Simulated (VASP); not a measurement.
Runs of VASP 6.6.1 on Ta. The structure is that of space group P6_3/mmc (No. 194), or close to it. The cells are those of the table. This isn't the form of Ta at room conditions, which is bcc.

```csv
cell,further INCAR settings,gap on the mesh (eV),pressure (GPa)
"a = 2.948, b = 2.948, c = 4.816 Å, angles 90.0, 90.0, 120.0°, 2 atoms",ALGO = Fast; EDIFF = 1e-06; NBANDS = 18,none,-0.1
"a = 2.821, b = 2.821, c = 5.260 Å, angles 90.0, 90.0, 120.0°, 2 atoms",ALGO = Fast; EDIFF = 1e-06; NBANDS = 18,none,1.0
"a = 2.698, b = 2.698, c = 5.749 Å, angles 90.0, 90.0, 120.0°, 2 atoms",ALGO = Fast; EDIFF = 1e-06; NBANDS = 18,none,(b)
"a = 2.777, b = 2.777, c = 5.425 Å, angles 90.0, 90.0, 120.0°, 2 atoms",ALGO = Fast; EDIFF = 1e-07; NBANDS = 18,none,2.6
"a = 3.027, b = 3.027, c = 4.569 Å, angles 90.0, 90.0, 120.0°, 2 atoms",ALGO = Fast; EDIFF = 1e-06; NBANDS = 18,none,0.6
"a = 2.906, b = 2.906, c = 4.955 Å, angles 90.0, 90.0, 120.0°, 2 atoms",ALGO = Fast; EDIFF = 1e-07; NBANDS = 18,none,(a)
```

Alike in all rows: task single point; level PBEsol; potentials or basis VASP PAW PBE potentials, release 64 (Ta_pv); no spin polarisation; k mesh 24 × 24 × 14; cutoff (eV) 520; smearing gaussian 0.15 eV.

Task: Estimate the missing entries.

Result: (a) -0.2; (b) 8.3.

Caveats: the PAW data sets were made with another functional, which shifts forces and pressure a little; spin-orbit coupling is left out, which moves the levels of the heavy elements; the stress differs along the axes, from -4 to 8 GPa (at least some runs); the stress differs along the axes, from -6 to 5 GPa (at least some runs); the stress differs along the axes, from -23 to 24 GPa (at least some runs); the stress differs along the axes, from -12 to 10 GPa (at least some runs); the stress differs along the axes, from -4 to 9 GPa (at least some runs).

A k mesh can miss the band edges, and the runs leave out spin-orbit coupling on Ta.

A gap of «none» marks levels without a gap at the run's occupations.
